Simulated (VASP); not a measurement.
Al2CdPt4:

```xyz
7
Lattice="0.0000 5.2536 0.0000 5.2536 0.0000 0.0000 2.6268 2.6268 -4.8721" Properties=species:S:1:pos:R:3 pbc="T T T"
Pt    3.9402    3.8877   -3.6054
Pt    1.2609    3.9402   -1.2668
Pt    6.5670    6.6195   -3.6054
Pt    3.9927    1.3134   -1.2668
Cd    2.6268    2.6268    0.0000
Al    2.6268    5.2536   -2.4361
Al    0.0000    0.0000    0.0000
```

Base run:

| Quantity | Value |
| --- | --- |
| Program | VASP 6.6.1 |
| Functional | PBE |
| Potentials or basis | VASP PAW PBE potentials, release 64 (Pt, Cd, Al) |
| Cutoff | 520 eV |
| k mesh | 4 × 4 × 4 |
| Occupations | tetrahedron |
| Spin | no spin polarisation |

Its results: band gap on the k mesh zero (band 29 reaches 5.99 eV, above the bottom of band 30 at 5.59 eV); pressure 35.4 GPa; largest force 6.054 eV/Å.

The run is repeated on the same cell with these changes: functional from PBE to PBEsol; occupations from tetrahedron to gaussian, width 0.2445 eV. What comes out?

Band gap on the k mesh zero (band 29 reaches 5.77 eV, above the bottom of band 30 at 5.41 eV); pressure 30.2 GPa; largest force 5.748 eV/Å.

Caveats: spin-orbit coupling is left out, which moves the levels of the heavy elements; forces of over 1 eV/Å act on the atoms, so gaps and moduli don't describe the material at rest (some runs); tetrahedron occupations give inexact forces and stress in metals (some runs); the PAW data sets were made with another functional, which shifts forces and pressure a little (some runs).
